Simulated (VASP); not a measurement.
# Dy3C (P2/m) in VASP: single point with PBE

Aim: the single point of Dy3C with PBE.

Everything below comes from runs of VASP 6.6.1. Logs are shortened: lines on timing, memory, paths and dates and some standing lists are left out, and cuts for length are marked.

## (1) The cell of the first run

The structure is monoclinic, space group P2/m (No. 10). Conventional cell: a = 3.569 Å, b = 4.905 Å, c = 6.955 Å, α = 90.00°, β = 104.30°, γ = 90.00°. Dy (site symmetry 2/m) has 2 C at 2.45 Å within 3.2 Å. Dy (site symmetry m) has 2 C at 2.43 to 2.44 Å and 7 Dy at 3.32 to 3.57 Å within 3.6 Å. Within 3.2 Å of C (site symmetry 2/m) lie 6 Dy at 2.43 to 2.45 Å.

The cell was generated, and may not be a known phase.

## (2) Single point, PBE

Contents of INCAR:

```
SYSTEM = Dy3C
PREC     = Accurate       ! precision mode
ENCUT    = 600            ! plane-wave cutoff, eV
EDIFF    = 1E-6           ! SCF threshold, eV
ISMEAR   = 0              ! smearing method
SIGMA    = 0.2            ! smearing width, eV
LREAL    = .False.        ! projectors in reciprocal space
LASPH    = .True.         ! aspherical terms in the spheres
NELM     = 200            ! most SCF steps
ALGO     = Normal         ! electronic algorithm
ISIF     = 2              ! what is computed and relaxed
LWAVE    = .False.        ! write WAVECAR
LCHARG   = .False.        ! write CHGCAR
GGA      = PE             ! functional
NBANDS   = 24             ! bands
GGA_COMPAT= .False.      
LMAXMIX  = 6              ! l up to which the mixer works
```

Contents of KPOINTS:

```
regular mesh
0
Gamma
  6 4 4
  0 0 0
```

Contents of POSCAR:

```
Dy3C
1.0
    3.5617588352      0.0000000000     -0.2305306367
    0.0000000000      4.9048163456      0.0000000000
   -1.2786261375      0.0000000000      6.8363684180
Dy C
3 1
Direct
    0.5000000000      0.5810022112      0.5000000000
    0.8805227935      0.0810252440      0.2539258013
    0.1194772065      0.0810252440      0.7460741987
    0.5000000000      1.0810153608      0.5000000000
```

Potentials or basis: VASP PAW PBE potentials, release 64 (Dy_3, C), 4f in core.

Started as:

```
$ cat potpaw_PBE.64/Dy_3/POTCAR potpaw_PBE.64/C/POTCAR > POTCAR
$ mpirun -np 1 vasp_std > vasp.out
```

OUTCAR:

```text
SYSTEM = Dy3C
   PREC = Accurate
   ENCUT = 600
   EDIFF = 1E-6
   ISMEAR = 0
   LREAL = .False.
   LASPH = .True.
   NELM = 200
   ISIF = 2
   GGA = PE

 ion  position               nearest neighbor table
   1  0.500  0.581  0.500-   4 2.45   4 2.45   3 3.45   2 3.45   2 3.45   3 3.45   3 3.46   2 3.46
                             2 3.46   3 3.46
   2  0.881  0.081  0.254-   4 2.43   4 2.44   3 3.32   1 3.45   1 3.45   1 3.46   1 3.46
   3  0.119  0.081  0.746-   4 2.43   4 2.44   2 3.32   1 3.45   1 3.45   1 3.46   1 3.46
   4  0.500  0.081  0.500-   2 2.43   3 2.43   3 2.44   2 2.44   1 2.45   1 2.45

  LATTYP: Found a simple monoclinic cell.
 ALAT       =     3.5692114500
 B/A-ratio  =     1.3742016729
 C/A-ratio  =     1.9485853727
 COS(beta)  =    -0.2469489193

  Lattice vectors:

 A1 = (   3.5617588352,   0.0000000000,  -0.2305306367)
 A2 = (   0.0000000000,   4.9048163456,   0.0000000000)
 A3 = (  -1.2786261375,   0.0000000000,   6.8363684180)

Analysis of symmetry for initial positions (statically):
=====================================================================
 Subroutine PRICEL returns:
 Original cell was already a primitive cell.

 Routine SETGRP: Setting up the symmetry group for a
 simple monoclinic supercell.

 Subroutine GETGRP returns: Found  2 space group operations
 (whereof  2 operations were pure point group operations)
 out of a pool of  4 trial point group operations.

The static configuration has the point symmetry C_2 .

Analysis of symmetry for dynamics (positions and initial velocities):
=====================================================================
 Subroutine PRICEL returns:
 Original cell was already a primitive cell.

 Routine SETGRP: Setting up the symmetry group for a
 simple monoclinic supercell.

 Subroutine GETGRP returns: Found  2 space group operations
 (whereof  2 operations were pure point group operations)
 out of a pool of  4 trial point group operations.

The dynamic configuration has the point symmetry C_2 .

 Subroutine INISYM returns: Found  2 space group operations
 (whereof  2 operations are pure point group operations),
 and found     1 'primitive' translations

----------------------------------------------------------------------------------------

                                     Primitive cell

  volume of cell :     117.9840

  direct lattice vectors                    reciprocal lattice vectors
     3.561758835  0.000000000 -0.230530637     0.284200552  0.000000000  0.053154867
[... 91 lines left out ...]
   LREAL  =      F    real-space projection
   EDIFFG = 0.1E-04   stopping-criterion for IOM
   NSW    =      0    number of steps for IOM
   IBRION =     -1    ionic relax: 0-MD 1-quasi-New 2-CG
   NFREE  =      0    steps in history (QN), initial steepest desc. (CG)
   ISIF   =      2    stress and relaxation
   ISYM   =      2    0-nonsym 1-usesym 2-fastsym
   POTIM  = 0.5000    time-step for ionic-motion
   TEBEG  =    0.0;   TEEND  =   0.0 temperature during run
   PSTRESS=    0.0 pullay stress
   NELECT =      31.0000    total number of electrons
   NUPDOWN=      -1.0000    fix difference up-down
   EMIN   =  10.00;   EMAX   =-10.00  energy-range for DOS
   EFERMI =   0.00;   METHOD = LEGACY
   ISMEAR =     0;   SIGMA  =   0.20  broadening in eV -4-tet -1-fermi 0-gaus
   EFERMI_NEDOS =   21; number of points for ismear=-14 and -15
   IALGO  =     38    algorithm
   IMIX   =      4    mixing-type and parameters
     AMIX     =   0.40;   BMIX     =  1.00
     AMIX_MAG =   1.60;   BMIX_MAG =  1.00
  volume/ion in A,a.u.               =      29.50       199.05
  Fermi-wavevector in a.u.,A,eV,Ry     =   1.048546  1.981465 14.958918  1.099449
  Thomas-Fermi vector in A             =   2.183472
   LORBIT       =      0    0 simple, 1 ext, 2 COOP (PROOUT), +10 PAW based schemes
   GGA     = PE    functional components
   LHFCALC =     F    Hartree Fock is set to
   AEXX    =    0.0000 exact exchange contribution
   IVDW    =     0    specifies the selected vdW correction
   LEPSILON=     F    determine dielectric tensor
   LRPA    =     F    only Hartree local field effects (RPA)
 non-spin polarized calculation
 Gauss-broadening in eV      SIGMA  =   0.20
  energy-cutoff  :      600.00
  volume of cell :      117.98
 maximum number of plane-waves:      3960
 NGX is ok and might be reduce to    30
   NGX = 15   NGY = 19   NGZ = 27

 number of electron      31.0000000 magnetization

 Free energy of the ion-electron system (eV)
  ---------------------------------------------------
  ext. energy  EPLUGINS =         0.00000000
  ---------------------------------------------------
  free energy    TOTEN  =       -22.21845358 eV

  energy without entropy =      -22.10901892  energy(sigma->0) =      -22.16373625

 E-fermi :   2.4146     XC(G=0):  -9.1310

 val. band max:        2.4108098585   @ k =   0.5000   0.0000   0.5000
 cond. band min:       2.4187594604   @ k =   0.0000   0.0000   0.0000
 fundamental gap:      0.0079496019
 Fermi energy:         2.4146001865

 k-point     1 :       0.0000    0.0000    0.0000
  band No.  band energies     occupation
      1     -21.1648      2.00000
      2     -21.1439      2.00000
      3     -20.9784      2.00000
      4     -20.7665      2.00000
      5     -20.7428      2.00000
      6     -20.6773      2.00000
[... 637 lines left out ...]
     23       5.4282      0.00000
     24       5.7472      0.00000

 [... further k-points ...]

------------------------ aborting loop because EDIFF is reached ----------------------------------------

  FORCE on cell =-STRESS in cart. coord.  units (eV):
  Direction    XX          YY          ZZ          XY          YZ          ZX
  --------------------------------------------------------------------------------------
  -------------------------------------------------------------------------------------
  Total        0.2896919      0.2518857      0.3302046      0.0000000      0.0000000     -0.0742430
  in kB        3.9339028      3.4205094      4.4840490      0.0000000      0.0000000     -1.0081911
  external PRESSURE =       3.9461538 kB  Pullay stress =       0.0000000 kB

 VOLUME and BASIS-vectors are now :
 -----------------------------------------------------------------------------
  energy-cutoff  :      600.00
  volume of cell :      117.98
      direct lattice vectors                 reciprocal lattice vectors
     3.561758835  0.000000000 -0.230530637     0.284200552  0.000000000  0.053154867
     0.000000000  4.904816346  0.000000000     0.000000000  0.203881232  0.000000000
    -1.278626138  0.000000000  6.836368418     0.009583587  0.000000000  0.148068940

 POSITION                                       TOTAL-FORCE (eV/Angst)
 -----------------------------------------------------------------------------------
      1.14157      2.84971      3.30292         0.000000      0.000684      0.000000
      2.81153      0.39741      1.53294        -0.003083     -0.000249     -0.043471
     -0.52840      0.39741      5.07289         0.003083     -0.000249      0.043471
      1.14157      0.39737      3.30292         0.000000     -0.000185      0.000000
 -----------------------------------------------------------------------------------
    total drift:                               -0.000000     -0.000013      0.000000

  FREE ENERGIE OF THE ION-ELECTRON SYSTEM (eV)
  ---------------------------------------------------
  free  energy   TOTEN  =       -22.2184535804 eV

  energy  without entropy=      -22.1090189167  energy(sigma->0) =      -22.16373625
```

Wall time 2.2 min (1 thread of Intel Xeon Platinum 8488C (Sapphire Rapids), shared host); peak memory 0.31 GiB.

Results:

| Property | Result |
| --- | --- |
| Free energy | -22.2185 eV |
| Pressure | 0.4 GPa |
| Largest force | 0.044 eV/Å |
| Band gap on the k mesh | zero (an odd number of electrons rules out a gap without spin polarisation) |

Forces on the atoms (eV/Å):
```
Dy   0.000  0.001  0.000
Dy  -0.003  0.000 -0.043
Dy   0.003  0.000  0.043
C    0.000  0.000  0.000
```

Caveat: spin-orbit coupling is left out, which moves the levels of the heavy elements; the 4f electrons are frozen in the core, so they carry no moment and show no levels.
